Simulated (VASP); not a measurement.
Write the native input for VASP 6.6.1 that does the following.

- Task: single point
- Functional: PBE
- Potentials or basis: VASP PAW PBE potentials, release 64 (Si, P)
- Cutoff: 400 eV
- k mesh: 1 × 1 × 1, shifted
- Occupations: fermi-dirac, width 0.1034 eV
- Spin: no spin polarisation
- Dipole correction: no
- Mended: yes
- Further INCAR settings: LREAL = Auto; ALGO = Normal; EDIFF = 1e-06; NBANDS = 58; ISYM = -1

The structure of Si5P13 lies in POSCAR:

```
Si5P13
1.0
    7.0479230000      0.0446470000      0.1733930000
    0.0446470000      7.0511420000     -0.0312760000
    0.1733930000     -0.0312760000      7.0375900000
Si P
5 13
Direct
    0.8087638729      0.3780766453      0.6393078783
    0.4227101499      0.5879531380      0.0728291704
    1.0285830640      0.3834251300      0.0614268380
    0.4071318472      0.4646622705      0.6753058881
    0.7632133081      0.6587961820      0.4158016685
    0.7901954382      0.9295058587      0.7110134105
    0.8495874814      0.0861503683      0.4490348140
    0.5474200725      0.1325690259      0.3737271453
    0.5346357390      0.8432944276      0.2981084124
    0.2756013046      0.1770501905      0.5731169455
    0.0643899623      0.8178857903      0.6972332044
    0.2788449516      0.9961284175      0.8383908625
    0.7256686202      0.4476430384      0.1621548889
    1.1026965027      0.8162950883      0.3720959292
    0.0479931602      0.5235183475      0.7393515226
    0.5831436694      0.2854637594     -0.1134058486
    0.1670543034      0.5230205219      0.3232012582
    0.9555058405      0.0886202896      0.9747958696
```

The input as run:

INCAR

```
ALGO = Normal
EDIFF = 1E-6
ENCUT = 400
GGA = PE
GGA_COMPAT = F
ISIF = 2
ISMEAR = -1
ISYM = -1
LASPH = T
LCHARG = T
LELF = T
LREAL = Auto
LVHAR = T
LWAVE = F
NBANDS = 58
NELM = 120
PREC = Accurate
SIGMA = 0.1034
```

KPOINTS

```
explicit points
1
Reciprocal
  0.25000000   0.25000000   0.25000000 1
```

Potentials or basis: VASP PAW PBE potentials, release 64 (Si, P).

Launch:

```bash
$ cat potpaw_PBE.64/Si/POTCAR potpaw_PBE.64/P/POTCAR > POTCAR
$ mpirun -np 1 vasp_std > vasp.out
```

It gave:

| Quantity | Value |
| --- | --- |
| Pressure | 0.1 GPa |
| Largest force | 4.034 eV/Å |
| Band gap on the k mesh | zero (an odd number of electrons rules out a gap without spin polarisation) |

Caveat: the atoms stand as in a frame of molecular dynamics.

Run time: 30 s on 1 thread of Intel(R) Xeon(R) 6975P-C (Granite Rapids), on a shared host, peak memory 0.3 GiB.
